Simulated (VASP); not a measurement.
Here is a VASP 6.6.1 calculation.

Contents of POSCAR:

```
LiCl
1.0
   -0.0391736098      2.6938689370      2.6938689370
    2.6938689370     -0.0391736098      2.6938689370
    2.6938689370      2.6938689370     -0.0391736098
Li Cl
1 1
Direct
   -0.0014361518     -0.0014361518     -0.0014361518
    0.2514361518      0.2514361518      0.2514361518
```

File INCAR.step1:

```
SYSTEM = LiCl
PREC = Accurate
ENCUT = 520
ISMEAR = 0
SIGMA = 0.01
LREAL = .False.
LASPH = .True.
NELM = 80
NBANDS = 12
GGA = PE
ALGO = Normal
EDIFF = 1E-4
LWAVE = .True.
LCHARG = .False.
```

INCAR.step2

```
SYSTEM = LiCl
PREC = Accurate
ENCUT = 520
EDIFF = 1E-7
ISMEAR = 0
SIGMA = 0.01
LREAL = .False.
LASPH = .True.
NELM = 80
ALGO = Normal
ISIF = 2
LWAVE = .False.
LCHARG = .True.
METAGGA = R2SCAN
LMIXTAU = .True.
LELF = .True.
LVHAR = .True.
NBANDS = 12
ISTART = 1
```

KPOINTS

```
Automatic mesh
0
Gamma
  8 8 8
  0 0 0
```

Potentials or basis: VASP PAW PBE potentials, release 64 (Li_sv, Cl).

Run with:

```bash
$ cat potpaw_PBE.64/Li_sv/POTCAR potpaw_PBE.64/Cl/POTCAR > POTCAR
$ cp INCAR.step1 INCAR
$ mpirun -np 1 vasp_std > vasp.out
$ cp INCAR.step2 INCAR
$ mpirun -np 1 vasp_std > vasp.out
```

Q: Estimate the largest force.

A: 0.014 eV/Å.

Q: Estimate the band gap on the k mesh.

A: 6.79 eV, direct.

Forces on the atoms (eV/Å):
```
Li   0.008  0.008  0.008
Cl  -0.008 -0.008 -0.008
```

Caveat: the cell differs from its parent crystal (strain along [111] -2.1%); the PAW data sets were made with another functional, which shifts forces and pressure a little. A k mesh can miss the band edges.
